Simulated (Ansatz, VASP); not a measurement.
## One calculation of Al3C4, two programs

Contents of INCAR:

```
PREC     = Accurate       # precision mode
ENCUT    = 520            # plane-wave cutoff, eV
EDIFF    = 1E-6           # SCF threshold, eV
ISMEAR   = 0              # smearing method
SIGMA    = 0.1            # smearing width, eV
LREAL    = F              # projectors in reciprocal space
LASPH    = T              # aspherical terms in the spheres
NELM     = 80             # most SCF steps
ALGO     = Normal         # electronic algorithm
ISIF     = 2              # what is computed and relaxed
LWAVE    = F              # write WAVECAR
LCHARG   = F              # write CHGCAR
GGA      = PE             # functional
NBANDS   = 22             # bands
```

File KPOINTS:

```
regular mesh
0
Gamma
  4 4 4
```

POSCAR

```
Al3C4
1.0
    3.9112435800      0.0000000000      0.0000000000
    0.0000000000      3.9112435800      0.0000000000
    0.0000000000      0.0000000000      5.6853657000
Al C
3 4
Direct
    0.0000000000      0.0000000000      0.2387065300
    0.0000000000      0.0000000000      0.7612934700
    0.5000000000      0.5000000000      0.0000000000
    0.3176324500      0.3176324500      0.5000000000
    0.6823675500      0.6823675500      0.5000000000
    0.6823675500      0.3176324500      0.5000000000
    0.3176324500      0.6823675500      0.5000000000
```

Input for Ansatz:

```yaml
crystal:
  lattice:
    - [3.91124358, 0.0, 0.0]
    - [0.0, 3.91124358, 0.0]
    - [0.0, 0.0, 5.6853657]
  atoms:
    - { symbol: Al, position: [0.0, 0.0, 0.23870653] }
    - { symbol: Al, position: [0.0, 0.0, 0.76129347] }
    - { symbol: Al, position: [0.5, 0.5, 0.0] }
    - { symbol: C, position: [0.31763245, 0.31763245, 0.5] }
    - { symbol: C, position: [0.68236755, 0.68236755, 0.5] }
    - { symbol: C, position: [0.68236755, 0.31763245, 0.5] }
    - { symbol: C, position: [0.31763245, 0.68236755, 0.5] }
basis:
  ecutwfc: 420
kpoints:
  mp_grid: { grid: [4, 4, 4] }
hamiltonian:
  xc: pbe
scf:
  occupations: { method: gaussian, width: 0.1 }
  lower_state_search: "off"
output:
  forces: true
  stress: true
  eigenvalues: true
```

Alike in both runs: task single point; functional PBE; k mesh 4 × 4 × 4; occupations gaussian, width 0.1 eV; no spin polarisation.

|  | VASP | Ansatz |
| --- | --- | --- |
| version | VASP 6.6.1 | Ansatz 0.2.0 |
| potentials or method | VASP PAW PBE potentials, release 64 (Al, C), cutoff 520 eV | scalar-relativistic, plane waves, PAW |
| valence electrons in the cell | 25 | 25 |

|  | VASP | Ansatz | Ansatz less VASP |
| --- | --- | --- | --- |
| gap on the k mesh at the Fermi level (eV) | none | none | - |
| pressure (GPa) | -2.1 | -2.3 | -0.21 |
| traceless stress, the component that is largest in VASP (GPa) | -14.97 | -14.70 | +0.265 |
| rms of the force components (eV/Å) | 1.281 | 1.234 | -0.0469 |

Atom by atom the forces differ by 0.052 eV/Å (rms over components). A gap of «none» marks a metal or a gap that the smearing closes.

The k mesh is coarse, so the values compare programs but aren't converged.
